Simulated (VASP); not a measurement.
Wanted: the native input for a VASP 6.6.1 run.

```
Task                   : single point
Functional             : PBE
Potentials or basis    : VASP PAW PBE potentials, release 64 (Hg)
Cutoff                 : 520 eV
k mesh                 : 10 × 10 × 10
Occupations            : gaussian, width 0.05 eV
Spin                   : no spin polarisation
Dipole correction      : no
Further INCAR settings : ALGO = Normal; EDIFF = 1e-06; NBANDS = 32
```

The structure of Hg lies in POSCAR:

```
Hg
1.0
   -3.2271430000      3.2271430000      3.3446970000
    3.2271430000     -3.2271430000      3.3446970000
    3.2271430000      3.2271430000     -3.3446970000
Hg
4
Direct
    0.8750000000      0.3292670000      0.9542670000
    0.3750000000      0.9207330000      0.0457330000
    0.6707330000      0.6250000000      0.5457330000
    0.0792670000      0.1250000000      0.4542670000
```

These files were run (other wordings do the same):

INCAR

```
PREC     = Accurate       # precision mode
ENCUT    = 520            # plane-wave cutoff, eV
EDIFF    = 1E-6           # SCF threshold, eV
ISMEAR   = 0              # smearing method
SIGMA    = 0.05           # smearing width, eV
LREAL    = False          # projectors in reciprocal space
LASPH    = True           # aspherical terms in the spheres
NELM     = 100            # most SCF steps
ALGO     = Normal         # electronic algorithm
ISIF     = 2              # what is computed and relaxed
LWAVE    = False          # write WAVECAR
LCHARG   = False          # write CHGCAR
GGA      = PE             # functional
NBANDS   = 32             # bands
```

KPOINTS

```
Automatic mesh
0
Gamma
  10 10 10
```

Potentials or basis: VASP PAW PBE potentials, release 64 (Hg).

Launch:

```sh
$ cat potpaw_PBE.64/Hg/POTCAR > POTCAR
$ mpirun -np 1 vasp_std > vasp.out
```

Results of the run:

The pressure is 0.0 GPa.

It took 3.8 min on 1 thread of Intel(R) Xeon(R) Platinum 8375C CPU @ 2.90GHz (Ice Lake), with other jobs on the host, peak memory 0.46 GiB.
